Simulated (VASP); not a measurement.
Runs of VASP 6.6.1 on CdTe (CsCl type). The structure is that of space group Pm-3m (No. 221), or close to it. The cells are those of the table. 

| task | cell | cutoff (eV) | k mesh for the DOS | occupations for the DOS | gap on the mesh (eV) | pressure (GPa) |
| --- | --- | --- | --- | --- | --- | --- |
| single point | a = 3.514 Å, 2 atoms | 520 | - | - | none | 18.0 |
| single point | a = 3.102 Å, 2 atoms | 520 | - | - | none | (a) |
| single point | a = 3.628 Å, 2 atoms | 520 | - | - | none | 8.2 |
| single point | a = 3.262 Å, 2 atoms | 520 | - | - | none | (b) |
| single point | a = 3.786 Å, 2 atoms | 520 | - | - | none | 0.1 |
| relaxation of cell and atoms | relaxed from a = 3.347 Å, 2 atoms | 600 | - | - | none | 0.0 |

Alike in all rows: level PBE; potentials or basis VASP PAW PBE potentials, release 64 (Cd, Te); no spin polarisation; k mesh 11 × 11 × 11; smearing fermi-dirac 0.05 eV.

Q: Fill in the values left out.

A: (a) 121.3; (b) 62.0.

Caveats: spin-orbit coupling is left out, which moves the levels of the heavy elements.

A k mesh can miss the band edges, and the runs leave out spin-orbit coupling on Cd, Te.

A gap of «none» marks levels without a gap at the run's occupations.
